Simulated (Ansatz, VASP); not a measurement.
# CsI in VASP and in Ansatz

The input INCAR:

```
SYSTEM = CsI
PREC     = Accurate       ! precision mode
ENCUT    = 500            ! plane-wave cutoff, eV
EDIFF    = 1E-6           ! SCF threshold, eV
ISMEAR   = -1             ! smearing method
SIGMA    = 0.01           ! smearing width, eV
LREAL    = .False.        ! projectors in reciprocal space
LASPH    = .True.         ! aspherical terms in the spheres
NELM     = 120            ! most SCF steps
ALGO     = Normal         ! electronic algorithm
ISIF     = 2              ! what is computed and relaxed
LWAVE    = .False.        ! write WAVECAR
LCHARG   = .False.        ! write CHGCAR
GGA      = CA             ! functional
NBANDS   = 15             ! bands
GGA_COMPAT= .False.
```

The input KPOINTS:

```
Automatic mesh
0
Gamma
  7 7 7
  0 0 0
```

Contents of POSCAR:

```
CsI
1.0
    4.5667000000      0.0000000000      0.0000000000
    0.0000000000      4.5667000000      0.0000000000
    0.0000000000      0.0000000000      4.6123670000
Cs I
1 1
Direct
    0.0000000000      0.0000000000      0.0000000000
    0.5000000000      0.5000000000      0.5000000000
```

Input for Ansatz:

```yaml
crystal:
  lattice:
    - [4.5667, 0.0, 0.0]
    - [0.0, 4.5667, 0.0]
    - [0.0, 0.0, 4.612367]
  atoms:
    - { symbol: Cs, position: [0.0, 0.0, 0.0] }
    - { symbol: I, position: [0.5, 0.5, 0.5] }
kpoints:
  mp_grid: { grid: [7, 7, 7] }
  band_path:
    path:
      - [0.0, 0.0, 0.0]
      - [0.0, 0.5, 0.0]
      - [0.5, 0.5, 0.0]
      - [0.0, 0.0, 0.0]
      - [0.0, 0.0, 0.5]
      - [0.0, 0.5, 0.5]
      - [0.5, 0.5, 0.5]
      - [0.0, 0.0, 0.5]
      - [0.0, 0.5, 0.0]
    npoints: 5
scf:
  occupations: { method: fermi_dirac, width: 0.01 }
hamiltonian:
  xc: lda
  pseudopotentials: { kind: all_electron, lapw: { basis_error: 0.00025 } }
output:
  forces: true
  stress: true
  eigenvalues: true
```

Change from the starting cell: zz strain of +1 %.

Alike in both runs: task single point; functional LDA; k mesh 7 × 7 × 7; occupations fermi-dirac, width 0.01 eV; no spin polarisation.

```csv
,VASP,Ansatz
version,VASP 6.6.1,Ansatz 0.2.0
potentials or method,"VASP PAW LDA potentials, release 64 (Cs_sv, I), cutoff 500 eV","all-electron LAPW, scalar-relativistic"
```

Ansatz gave:

```
gap on the k mesh at the Fermi level (eV)                     : 3.51
pressure (GPa)                                                : -1.5
traceless stress, the component that is largest in VASP (GPa) : -0.11
```

Problem. Estimate VASP's values.

Solution. gap on the k mesh at the Fermi level (eV): 3.51; pressure (GPa): -1.5; traceless stress, the component that is largest in VASP (GPa): -0.12.

LDA's correlation is that of Perdew and Zunger in VASP and of Perdew and Wang (1992) in Ansatz. Ansatz ran all-electron here, and VASP with PAW potentials.

Neither program's run includes spin-orbit coupling.
